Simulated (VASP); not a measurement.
Input of a VASP 6.6.1 run:

File INCAR:

```
SYSTEM = Tl2Ga
ALGO = Fast
EDIFF = 1E-6
ENCUT = 520
GGA = PE
ISIF = 2
ISMEAR = 0
LASPH = .True.
LCHARG = .True.
LELF = .True.
LREAL = .False.
LVHAR = .True.
LWAVE = .False.
NBANDS = 26
NELM = 100
PREC = Accurate
SIGMA = 0.1
```

The input KPOINTS:

```
k-points
0
Gamma
  12 12 14
  0 0 0
```

File POSCAR:

```
Tl2Ga
1.0
    5.5669800799      0.0000000000      0.0000000000
   -2.7834900399      4.8211461715      0.0000000000
    0.0000000000      0.0000000000      3.1802684972
Tl Ga
2 1
Direct
    0.3333333333      0.6666666667      0.5000000000
    0.6666666667      0.3333333333      0.5000000000
    0.0000000000      0.0000000000      0.0000000000
```

Potentials or basis: VASP PAW PBE potentials, release 64 (Tl_d, Ga_d).

Command:

```bash
$ cat potpaw_PBE.64/Tl_d/POTCAR potpaw_PBE.64/Ga_d/POTCAR > POTCAR
$ mpirun -np 1 vasp_std > vasp.out
```

Task: Predict the band gap on the k mesh.

Result: Zero (an odd number of electrons rules out a gap without spin polarisation).

Task: Estimate the pressure.

Result: 0.0 GPa.

Caveat: spin-orbit coupling is left out, which moves the levels of the heavy elements.
